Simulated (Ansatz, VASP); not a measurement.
**One calculation of GaSb, two programs**

Contents of INCAR:

```
PREC = Accurate ; ENCUT = 520
EDIFF = 1E-6 ; ISMEAR = -1
SIGMA = 0.1 ; LREAL = F
LASPH = T ; NELM = 100
ALGO = Normal ; ISIF = 2
LWAVE = F ; LCHARG = F
NBANDS = 16
```

Contents of KPOINTS:

```
regular mesh
0
Gamma
  11 11 11
```

File POSCAR:

```
GaSb
1.0
    0.0000000000      2.8081332741      2.8081332741
    2.8081332741      0.0000000000      2.8081332741
    2.8081332741      2.8081332741      0.0000000000
Ga Sb
1 1
Direct
    0.0000000000      0.0000000000      0.0000000000
    0.2500000000      0.2500000000      0.2500000000
```

Input for Ansatz:

```yaml
crystal:
  lattice:
    - [0.0, 2.8081332741, 2.8081332741]
    - [2.8081332741, 0.0, 2.8081332741]
    - [2.8081332741, 2.8081332741, 0.0]
  atoms:
    - { symbol: Ga, position: [0.0, 0.0, 0.0] }
    - { symbol: Sb, position: [0.25, 0.25, 0.25] }
kpoints:
  mp_grid: { grid: [11, 11, 11] }
scf:
  occupations: { method: fermi_dirac, width: 0.1 }
hamiltonian:
  xc: lda
  pseudopotentials: { kind: paw }
output:
  forces: true
  stress: true
  eigenvalues: true
  populations: true
```

Change from the starting cell: volume scaled by 0.8, PAW files.

Alike in both runs: task single point; functional LDA; k mesh 11 × 11 × 11; occupations fermi-dirac, width 0.1 eV; no spin polarisation.

|  | VASP | Ansatz |
| --- | --- | --- |
| version | VASP 6.6.1 | Ansatz 0.2.0 |
| potentials or method | VASP PAW LDA potentials, release 64 (Ga_d, Sb) | PAW with Ansatz's default frozen-core files, scalar-relativistic |
| plane-wave cutoff (eV) | 520 | 420 |
| valence electrons in the cell | 18 | 28 |

```csv
,VASP,Ansatz,Ansatz less VASP
pressure (GPa),21.5,20.9,-0.52
```

LDA's correlation is that of Perdew and Zunger in VASP and of Perdew and Wang (1992) in Ansatz. VASP's potentials hold 18 valence electrons a cell and Ansatz's 28, so a difference there can come from the potentials and not from the codes.

Spin-orbit coupling is off throughout.
